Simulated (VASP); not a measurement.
## MoS2: single point with PBE

MoS2:

```
Mo S
1.0
     3.16900    0.00000    0.00000
    -1.58450    2.74443    0.00000
     0.00000    0.00000   12.32400
Mo S
2 4
Direct
  0.66667 0.33333 0.75000
  0.33333 0.66667 0.25000
  0.66667 0.33333 0.37700
  0.33333 0.66667 0.87700
  0.66667 0.33333 0.12300
  0.33333 0.66667 0.62300
```

```
Program                : VASP 6.6.1
Task                   : single point
Functional             : PBE
Potentials or basis    : VASP PAW PBE potentials, release 64 (Mo_sv, S)
Cutoff                 : 520 eV
k mesh                 : 6 × 6 × 2
Occupations            : gaussian, width 0.01 eV
Spin                   : no spin polarisation
Dipole correction      : no
Further INCAR settings : ALGO = Normal; EDIFF = 1e-07; NBANDS = 35
```

The pressure is 1.9 GPa. The largest force is 0.074 eV/Å and the band gap on the k mesh is 0.90 eV (least direct gap 1.66 eV).

Forces on the atoms (eV/Å):
```
Mo   0.000  0.000  0.000
Mo   0.000  0.000  0.000
S    0.000  0.000 -0.074
S    0.000  0.000 -0.074
S    0.000  0.000  0.074
S    0.000  0.000  0.074
```

Stress tensor (GPa, compression positive):
```
1.73 0.00 0.00
0.00 1.73 0.00
0.00 0.00 2.12
```

Levels at points of the mesh, in eV from the valence-band top:
```tsv
k point	band 22	band 23	band 24	band 25	band 26	band 27	band 28	band 29	band 30	band 31
(0.00, 0.00, 0.00)	-2.12	-2.12	-1.18	-1.14	0.00	2.11	2.11	2.14	2.14	2.27
(0.50, 0.00, 0.00)	-2.48	-1.72	-1.52	-1.39	-1.26	1.62	1.66	2.01	2.27	2.87
(0.00, 0.00, 0.50)	-2.14	-2.14	-2.14	-0.26	-0.26	2.12	2.12	2.12	2.12	2.37
(0.50, 0.00, 0.50)	-2.62	-1.62	-1.62	-1.32	-1.32	1.64	1.64	2.15	2.15	3.24
```

Wall time 61 s on 1 thread of Intel Xeon 8259CL, with other jobs on the host, peak memory 0.23 GiB.

Caveat: this functional lacks dispersion, which binds the layers, so the pressure and a relaxed spacing across them are unreliable. As with any semilocal functional, this PBE gap is likely too small.
